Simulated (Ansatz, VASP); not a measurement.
# SnO in VASP and in Ansatz

```xyz
4
Lattice="3.3156 0.0000 0.0000 0.0000 5.7050 0.0000 0.0000 0.0000 3.8942" Properties=species:S:1:pos:R:3 pbc="T T T"
Sn    0.0000    1.3338    2.0490
Sn    1.6578    4.3712    0.1019
O    -0.0472    5.0981    2.8187
O     1.6578    0.6540    0.8716
```

Alike in both runs: task single point; functional PBEsol; k mesh 8 × 6 × 8; occupations gaussian, width 0.05 eV; no spin polarisation.

|  | VASP | Ansatz |
| --- | --- | --- |
| version | VASP 6.6.1 | Ansatz 0.2.0 |
| potentials or method | VASP PAW PBE potentials, release 64 (Sn_d, O), cutoff 520 eV | scalar-relativistic, plane waves, PAW |
| valence electrons in the cell | 40 | 40 |

VASP gave:

```
gap on the k mesh at the Fermi level (eV)                     : 1.19
least direct gap on the mesh (eV)                             : 1.88
pressure (GPa)                                                : 0.5
traceless stress, the component that is largest in VASP (GPa) : 0.67
rms of the force components (eV/Å)                            : 0.216
```

Q: What did Ansatz give for the same quantities?

A: gap on the k mesh at the Fermi level (eV): 1.20; least direct gap on the mesh (eV): 1.89; pressure (GPa): 0.3; traceless stress, the component that is largest in VASP (GPa): 0.59; rms of the force components (eV/Å): 0.212.

VASP's potentials were made for PBE, not for PBEsol. Atom by atom the forces differ by 0.037 eV/Å (rms over components). The functional is the same, so the differences come from potentials, cutoffs and numerics.
